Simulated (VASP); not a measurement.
# NaSrI3 (Pm-3m) in VASP: a series of runs

The runs below take NaSrI3 through single point, with PBE.

Everything below comes from runs of VASP 6.6.1. Logs are shortened: lines on timing, memory, paths and dates and some standing lists are left out, and cuts for length are marked.

## Step 1: The cell of the first run

Symmetry: Pm-3m, No. 221, cubic system. The conventional cell has a = 6.398 Å, b = 6.398 Å, c = 6.398 Å, α = 90.00°, β = 90.00°, γ = 90.00°. Within 4.2 Å of Sr (site symmetry m-3m) lie 6 I at 3.20 Å. Within 4.2 Å of I (site symmetry 4/mmm) lie 2 Sr at 3.20 Å.

## Step 2: Single point, PBE

INCAR reads:

```
SYSTEM = NaSrI3
PREC = Accurate ; ENCUT = 520
EDIFF = 1E-7 ; ISMEAR = -1
SIGMA = 0.02 ; LREAL = .False.
LASPH = .True. ; NELM = 80
ALGO = Normal ; ISIF = 2
LWAVE = .False. ; LCHARG = .False.
GGA = PE ; NBANDS = 27
```

KPOINTS reads:

```
Automatic mesh
0
Gamma
  4 4 4
  0 0 0
```

POSCAR reads:

```
NaSrI3
1.0
    6.3976887577      0.0000000000      0.0000000000
    0.0000000000      6.3976887577      0.0000000000
    0.0000000000      0.0000000000      6.3976887577
Na Sr I
1 1 3
Direct
    0.0000000000      0.0000000000      0.0000000000
    0.5000000000      0.5000000000      0.5000000000
    0.5000000000      0.5000000000      0.0000000000
    0.5000000000      0.0000000000      0.5000000000
    0.0000000000      0.5000000000      0.5000000000
```

Potentials or basis: VASP PAW PBE potentials, release 64 (Na_pv, Sr_sv, I).

Launch:

```console
$ cat potpaw_PBE.64/Na_pv/POTCAR potpaw_PBE.64/Sr_sv/POTCAR potpaw_PBE.64/I/POTCAR > POTCAR
$ mpirun -np 1 vasp_std > vasp.out
```

OUTCAR:

```text
SYSTEM = NaSrI3
   PREC = Accurate
   ENCUT = 520
   EDIFF = 1E-7
   ISMEAR = -1
   LREAL = .False.
   LASPH = .True.
   NELM = 80
   ISIF = 2
   GGA = PE

 ion  position               nearest neighbor table
   1  0.000  0.000  0.000-
   2  0.500  0.500  0.500-   3 3.20   4 3.20   5 3.20   3 3.20   4 3.20   5 3.20
   3  0.500  0.500  0.000-   2 3.20   2 3.20
   4  0.500  0.000  0.500-   2 3.20   2 3.20
   5  0.000  0.500  0.500-   2 3.20   2 3.20

  LATTYP: Found a simple cubic cell.
 ALAT       =     6.3976887577

  Lattice vectors:

 A1 = (   6.3976887577,   0.0000000000,   0.0000000000)
 A2 = (   0.0000000000,   6.3976887577,   0.0000000000)
 A3 = (   0.0000000000,   0.0000000000,   6.3976887577)

Analysis of symmetry for initial positions (statically):
=====================================================================
 Subroutine PRICEL returns:
 Original cell was already a primitive cell.

 Routine SETGRP: Setting up the symmetry group for a
 simple cubic supercell.

 Subroutine GETGRP returns: Found 48 space group operations
 (whereof 48 operations were pure point group operations)
 out of a pool of 48 trial point group operations.

The static configuration has the point symmetry O_h .

Analysis of symmetry for dynamics (positions and initial velocities):
=====================================================================
 Subroutine PRICEL returns:
 Original cell was already a primitive cell.

 Routine SETGRP: Setting up the symmetry group for a
 simple cubic supercell.

 Subroutine GETGRP returns: Found 48 space group operations
 (whereof 48 operations were pure point group operations)
 out of a pool of 48 trial point group operations.

The dynamic configuration has the point symmetry O_h .

 Subroutine INISYM returns: Found 48 space group operations
 (whereof 48 operations are pure point group operations),
 and found     1 'primitive' translations

----------------------------------------------------------------------------------------
[... 76 lines left out ...]
   ISTART =      0    job   : 0-new  1-cont  2-samecut
   ICHARG =      2    charge: 1-file 2-atom 10-const
   ISPIN  =      1    spin polarized calculation?
   LNONCOLLINEAR =      F non collinear calculations
   LSORBIT =      F    spin-orbit coupling
   LASPH  =      T    aspherical Exc in radial PAW
   ENCUT  =  520.0 eV  38.22 Ry    6.18 a.u.  11.90 11.90 11.90*2*pi/ulx,y,z
   NELM   =     80;   NELMIN=  2; NELMDL= -5     # of ELM steps
   EDIFF  = 0.1E-06   stopping-criterion for ELM
   LREAL  =      F    real-space projection
   EDIFFG = 0.1E-05   stopping-criterion for IOM
   NSW    =      0    number of steps for IOM
   IBRION =     -1    ionic relax: 0-MD 1-quasi-New 2-CG
   NFREE  =      0    steps in history (QN), initial steepest desc. (CG)
   ISIF   =      2    stress and relaxation
   ISYM   =      2    0-nonsym 1-usesym 2-fastsym
   POTIM  = 0.5000    time-step for ionic-motion
   TEBEG  =    0.0;   TEEND  =   0.0 temperature during run
   PSTRESS=    0.0 pullay stress
   NELECT =      38.0000    total number of electrons
   NUPDOWN=      -1.0000    fix difference up-down
   EMIN   =  10.00;   EMAX   =-10.00  energy-range for DOS
   EFERMI =   0.00;   METHOD = LEGACY
   ISMEAR =    -1;   SIGMA  =   0.02  broadening in eV -4-tet -1-fermi 0-gaus
   EFERMI_NEDOS =   21; number of points for ismear=-14 and -15
   IALGO  =     38    algorithm
   IMIX   =      4    mixing-type and parameters
     AMIX     =   0.40;   BMIX     =  1.00
     AMIX_MAG =   1.60;   BMIX_MAG =  1.00
  volume/ion in A,a.u.               =      52.37       353.42
  Fermi-wavevector in a.u.,A,eV,Ry     =   0.860293  1.625718 10.069721  0.740104
  Thomas-Fermi vector in A             =   1.977776
   LORBIT       =      0    0 simple, 1 ext, 2 COOP (PROOUT), +10 PAW based schemes
   GGA     = PE    functional components
   LHFCALC =     F    Hartree Fock is set to
   AEXX    =    0.0000 exact exchange contribution
   IVDW    =     0    specifies the selected vdW correction
   LEPSILON=     F    determine dielectric tensor
   LRPA    =     F    only Hartree local field effects (RPA)
 non-spin polarized calculation
  energy-cutoff  :      520.00
  volume of cell :      261.86
 maximum number of plane-waves:      7120
 NGX is ok and might be reduce to    48
   NGX = 23   NGY = 23   NGZ = 23

 number of electron      37.9999986 magnetization

 Free energy of the ion-electron system (eV)
  ---------------------------------------------------
  ext. energy  EPLUGINS =         0.00000000
  ---------------------------------------------------
  free energy    TOTEN  =       -14.10224567 eV

  energy without entropy =      -14.10224567  energy(sigma->0) =      -14.10224567

 E-fermi :   0.2843     XC(G=0):  -6.5397

 val. band max:       -0.2318642718   @ k =   0.5000   0.5000   0.5000
 cond. band min:       2.1576395522   @ k =   0.0000   0.0000   0.0000
 fundamental gap:      2.3895038240
 Fermi energy:         0.2842505349

 k-point     1 :       0.0000    0.0000    0.0000
  band No.  band energies     occupation
      1     -34.1897      2.00000
      2     -25.1555      2.00000
      3     -25.1555      2.00000
      4     -25.1555      2.00000
      5     -16.2488      2.00000
      6     -16.2488      2.00000
[... 289 lines left out ...]
     26       5.9644      0.00000
     27       6.4366      0.00000

------------------------ aborting loop because EDIFF is reached ----------------------------------------

  FORCE on cell =-STRESS in cart. coord.  units (eV):
  Direction    XX          YY          ZZ          XY          YZ          ZX
  --------------------------------------------------------------------------------------
  -------------------------------------------------------------------------------------
  Total        0.2919103      0.2919103      0.2919103     -0.0000000     -0.0000000     -0.0000000
  in kB        1.7860379      1.7860379      1.7860379     -0.0000000     -0.0000000     -0.0000000
  external PRESSURE =       1.7860379 kB  Pullay stress =       0.0000000 kB

 VOLUME and BASIS-vectors are now :
 -----------------------------------------------------------------------------
  energy-cutoff  :      520.00
  volume of cell :      261.86
      direct lattice vectors                 reciprocal lattice vectors
     6.397688758  0.000000000  0.000000000     0.156306447  0.000000000  0.000000000
     0.000000000  6.397688758  0.000000000     0.000000000  0.156306447  0.000000000
     0.000000000  0.000000000  6.397688758     0.000000000  0.000000000  0.156306447

 POSITION                                       TOTAL-FORCE (eV/Angst)
 -----------------------------------------------------------------------------------
      0.00000      0.00000      0.00000         0.000000      0.000000      0.000000
      3.19884      3.19884      3.19884         0.000000      0.000000      0.000000
      3.19884      3.19884      0.00000         0.000000      0.000000      0.000000
      3.19884      0.00000      3.19884         0.000000      0.000000      0.000000
      0.00000      3.19884      3.19884         0.000000      0.000000      0.000000
 -----------------------------------------------------------------------------------
    total drift:                                0.000000     -0.000000     -0.000000

  FREE ENERGIE OF THE ION-ELECTRON SYSTEM (eV)
  ---------------------------------------------------
  free  energy   TOTEN  =       -14.1022456720 eV

  energy  without entropy=      -14.1022456720  energy(sigma->0) =      -14.10224567
```

OSZICAR:

```text
N       E                     dE             d eps       ncg     rms          rms(c)
DAV:   1     0.265460470924E+03    0.26546E+03   -0.15557E+04   588   0.114E+03
DAV:   2     0.131800568643E+02   -0.25228E+03   -0.24238E+03   637   0.248E+02
DAV:   3    -0.136461371401E+02   -0.26826E+02   -0.26733E+02   813   0.811E+01
DAV:   4    -0.147445304674E+02   -0.10984E+01   -0.10955E+01   872   0.152E+01
DAV:   5    -0.147767014058E+02   -0.32171E-01   -0.32161E-01   805   0.170E+00    0.170E+01
DAV:   6    -0.143434741176E+02    0.43323E+00   -0.42200E-01   668   0.259E+00    0.988E+00
DAV:   7    -0.141207559519E+02    0.22272E+00   -0.56699E-01   633   0.305E+00    0.112E+00
DAV:   8    -0.141040476739E+02    0.16708E-01   -0.35374E-02   751   0.914E-01    0.323E-01
DAV:   9    -0.141022570519E+02    0.17906E-02   -0.79246E-03   614   0.424E-01    0.212E-01
DAV:  10    -0.141021300427E+02    0.12701E-03   -0.18009E-03   682   0.175E-01    0.822E-02
DAV:  11    -0.141022091281E+02   -0.79085E-04   -0.81568E-04   598   0.135E-01    0.414E-02
DAV:  12    -0.141022421790E+02   -0.33051E-04   -0.64938E-05   818   0.395E-02    0.131E-02
DAV:  13    -0.141022436855E+02   -0.15066E-05   -0.37182E-06   743   0.869E-03    0.441E-03
DAV:  14    -0.141022456201E+02   -0.19346E-05   -0.24732E-06   693   0.816E-03    0.219E-03
DAV:  15    -0.141022456720E+02   -0.51892E-07   -0.67308E-08   605   0.139E-03
   1 F= -.14102246E+02 E0= -.14102246E+02  d E =-.107425E-11
```

stdout:

```text
POSCAR found type information on POSCAR NaSrI
 POSCAR found :  3 types and       5 ions
 scaLAPACK will be used
 LDA part: xc-table for (Slater+PW92), standard interpolation
 POSCAR, INCAR and KPOINTS ok, starting setup
 FFT: planning ... GRIDC
 FFT: planning ... GRID_SOFT
 FFT: planning ... GRID
 WAVECAR not read
 entering main loop
```

Wall time 93 s (1 thread of Intel Xeon Platinum 8259CL at 2.50GHz (Skylake/Cascade Lake), shared host); peak memory 0.35 GiB.

What came out:

```yaml
Free_energy: -14.1022 eV
Pressure: 0.2 GPa
Band_gap_on_the_k_mesh: 2.39 eV, indirect (least direct gap 2.66 eV)
```

Levels at points of the mesh, in eV from the valence-band top:
```
           k point  band 15  band 16  band 17  band 18  band 19  band 20  band 21  band 22  band 23  band 24
(0.00, 0.00, 0.00)    -0.51    -0.51    -0.27    -0.27    -0.27     2.39     4.19     4.19     4.19     4.83
(0.50, 0.00, 0.00)    -0.84    -0.84    -0.61    -0.35    -0.35     3.43     4.28     4.44     5.27     5.27
(0.50, 0.50, 0.00)    -0.82    -0.82    -0.82    -0.82    -0.01     3.47     5.38     5.45     5.45     5.45
(0.50, 0.50, 0.50)    -1.32    -1.32     0.00     0.00     0.00     2.80     5.79     5.79     5.79     6.20
```

Caveat: spin-orbit coupling is left out, which moves the levels of the heavy elements. Expect the measured gap to be larger: semilocal functionals such as PBE lack the derivative discontinuity.

## Step 3: Single point, PBE (strain +1.5%)

INCAR reads:

```
SYSTEM = NaSrI3
PREC = Accurate
ENCUT = 520
EDIFF = 1E-6
ISMEAR = -1
SIGMA = 0.02
LREAL = .FALSE.
LASPH = .TRUE.
NELM = 100
ALGO = Normal
ISIF = 2
LWAVE = .FALSE.
LCHARG = .FALSE.
GGA = PE
NBANDS = 27
```

KPOINTS reads:

```
regular mesh
0
G
  4 4 4
  0 0 0
```

POSCAR, as its differences from that of step 2:

```diff
@@ -2,5 +2,5 @@
 1.0
-    6.3976887577      0.0000000000      0.0000000000
-    0.0000000000      6.3976887577      0.0000000000
-    0.0000000000      0.0000000000      6.3976887577
+    6.4936540890      0.0000000000      0.0000000000
+    0.0000000000      6.4936540890      0.0000000000
+    0.0000000000      0.0000000000      6.4936540890
 Na Sr I
```

Potentials or basis: VASP PAW PBE potentials, release 64 (Na_pv, Sr_sv, I).

Launch:

```console
$ cat potpaw_PBE.64/Na_pv/POTCAR potpaw_PBE.64/Sr_sv/POTCAR potpaw_PBE.64/I/POTCAR > POTCAR
$ mpirun -np 1 vasp_std > vasp.out
```

Run time: 89 s. Hardware: 1 thread of Intel Xeon Platinum 8259CL at 2.50GHz (Skylake/Cascade Lake), shared host; peak memory 0.36 GiB.

It converged, with:

| Quantity | Value |
| --- | --- |
| Free energy | -14.0942 eV |
| Pressure | -0.4 GPa |
| Band gap on the k mesh | 2.38 eV, indirect (least direct gap 2.65 eV) |

Levels at points of the mesh, in eV from the valence-band top:
```
           k point  band 15  band 16  band 17  band 18  band 19  band 20  band 21  band 22  band 23  band 24
(0.00, 0.00, 0.00)    -0.47    -0.47    -0.27    -0.27    -0.27     2.38     4.22     4.22     4.22     4.63
(0.50, 0.00, 0.00)    -0.77    -0.77    -0.56    -0.33    -0.33     3.35     4.31     4.40     5.18     5.21
(0.50, 0.50, 0.00)    -0.75    -0.75    -0.75    -0.75    -0.01     3.40     5.35     5.37     5.37     5.38
(0.50, 0.50, 0.50)    -1.25    -1.25     0.00     0.00     0.00     2.80     5.73     5.73     5.73     6.11
```

Caveat: the cell differs from its parent crystal (strain +1.5%); spin-orbit coupling is left out, which moves the levels of the heavy elements. A k mesh can miss the band edges.
